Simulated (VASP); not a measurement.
Input of a VASP 6.6.1 run:

Contents of POSCAR:

```
TiO
1.0
    2.8516080131      0.0000000000      0.0000000000
   -1.4258040066      2.4695649810      0.0000000000
    0.0000000000      0.0000000000      5.5675030000
Ti O
2 2
Direct
    0.3333333300      0.6666666700      0.2500000000
    0.6666666700      0.3333333300      0.7500000000
    0.0000000000      0.0000000000      0.0000000000
    0.0000000000      0.0000000000      0.5000000000
```

The input INCAR.step1:

```
SYSTEM = TiO
ALGO     = Normal         ! electronic algorithm
EDIFF    = 1E-5           ! SCF threshold, eV
ENCUT    = 910            ! plane-wave cutoff, eV
GGA      = PE             ! functional
GGA_COMPAT= .False.      
ISMEAR   = 0              ! smearing method
ISPIN    = 2              ! spin polarisation
LASPH    = .True.         ! aspherical terms in the spheres
LCHARG   = .False.        ! write CHGCAR
LMAXMIX  = 4              ! l up to which the mixer works
LREAL    = .False.        ! projectors in reciprocal space
LWAVE    = .True.         ! write WAVECAR
MAGMOM   = 1 1 0 0        ! initial moments
NBANDS   = 30             ! bands
NELM     = 200            ! most SCF steps
PREC     = Accurate       ! precision mode
SIGMA    = 0.1            ! smearing width, eV
```

The input INCAR.step2:

```
SYSTEM = TiO
ALGO     = Normal         ! electronic algorithm
EDIFF    = 1E-6           ! SCF threshold, eV
ENCUT    = 910            ! plane-wave cutoff, eV
GGA_COMPAT= .False.      
ISIF     = 2              ! what is computed and relaxed
ISMEAR   = 0              ! smearing method
ISPIN    = 2              ! spin polarisation
ISTART   = 1            
LASPH    = .True.         ! aspherical terms in the spheres
LCHARG   = .True.         ! write CHGCAR
LELF     = .True.         ! ELF
LMAXMIX  = 4              ! l up to which the mixer works
LMIXTAU  = .True.       
LORBIT   = 11             ! projections on sites
LREAL    = .False.        ! projectors in reciprocal space
LVHAR    = .True.       
LWAVE    = .False.        ! write WAVECAR
MAGMOM   = 1 1 0 0        ! initial moments
METAGGA  = R2SCAN         ! meta-GGA
NBANDS   = 30             ! bands
NELM     = 200            ! most SCF steps
PREC     = Accurate       ! precision mode
SIGMA    = 0.1            ! smearing width, eV
```

File KPOINTS:

```
k-points
0
Gamma
  6 6 4
  0 0 0
```

Potentials or basis: VASP PAW PBE potentials, release 64 (Ti_sv, O_h).

Run with:

```bash
$ cat potpaw_PBE.64/Ti_sv/POTCAR potpaw_PBE.64/O_h/POTCAR > POTCAR
$ cp INCAR.step1 INCAR
$ mpirun -np 1 vasp_std > vasp.out
$ cp INCAR.step2 INCAR
$ mpirun -np 1 vasp_std > vasp.out
```

Task: What does it give for the pressure?

Result: -3.8 GPa.

Task: Predict the band gap on the k mesh.

Result: Zero (filled and empty bands touch).

Task: What does it give for the net moment?

Result: 0.00 μB per cell.

Stress tensor (GPa, compression positive):
```
-4.43  0.00  0.00
 0.00 -4.43  0.00
 0.00  0.00 -2.60
```

Caveat: the k points lie up to 0.42 Å⁻¹ apart; the cutoff is under 1.25 times the usual one of these potentials, so pressure, stress and relaxed cells hold a basis-set (Pulay) error; the PAW data sets were made with another functional, which shifts forces and pressure a little; semilocal functionals often make such compounds metallic where correlation or magnetic order opens a gap, which also shifts bond lengths.
